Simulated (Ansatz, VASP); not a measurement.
**GaN in VASP and in Ansatz**

INCAR

```
  PREC = Accurate
  ENCUT = 600
  EDIFF = 1E-6
  ISMEAR = 0
  SIGMA = 0.02
  LREAL = False
  LASPH = True
  NELM = 60
  ALGO = Normal
  ISIF = 3
  LWAVE = False
  LCHARG = False
  GGA = PE
  IBRION = 2
  NSW = 100
  EDIFFG = -0.01
```

File KPOINTS:

```
Automatic mesh
0
Gamma
  6 6 8
```

POSCAR

```
GaN
1.0
    5.1640752896      0.0000000000      0.0000000000
   -2.5820376448      4.4722203879      0.0000000000
    0.0000000000      0.0000000000      3.3900859495
Ga N
1 1
Direct
    0.0000000000      0.0000000000      0.5000000000
    0.0000000000      0.0000000000      0.0000000000
```

Input for Ansatz:

```yaml
crystal:
  lattice:
    - [5.1640752896, 0.0, 0.0]
    - [-2.5820376448, 4.4722203879, 0.0]
    - [0.0, 0.0, 3.3900859495]
  atoms:
    - { symbol: Ga, position: [0.0, 0.0, 0.5] }
    - { symbol: "N", position: [0.0, 0.0, 0.0] }
basis:
  ecutwfc: 420
kpoints:
  mp_grid: { grid: [6, 6, 8] }
hamiltonian:
  xc: pbe
scf:
  occupations: { method: gaussian, width: 0.02 }
output:
  forces: true
  stress: true
  eigenvalues: true
relax:
  adjacent_minimum: "off"
  f_tol: 0.01
  max_steps: 80
  cell: { stress_tol: 0.05 }
```

Alike in both runs: task relaxation of cell and atoms; functional PBE; k mesh 6 × 6 × 8; occupations gaussian, width 0.02 eV; no spin polarisation.

```csv
,VASP,Ansatz
version,VASP 6.6.1,Ansatz 0.2.0
potentials or method,"VASP PAW PBE potentials, release 64 (Ga_d, N), cutoff 600 eV","scalar-relativistic, plane waves, PAW"
valence electrons in the cell,18,18
```

```tsv
	VASP	Ansatz	Ansatz less VASP
gap on the k mesh at the Fermi level, each at its own relaxed structure (eV)	1.16	1.13	-0.029
relaxed volume (Å³/atom)	39.07	39.15	+0.080
relaxed cell length with the largest relative difference (Å)	3.383	3.390	+0.0068
```
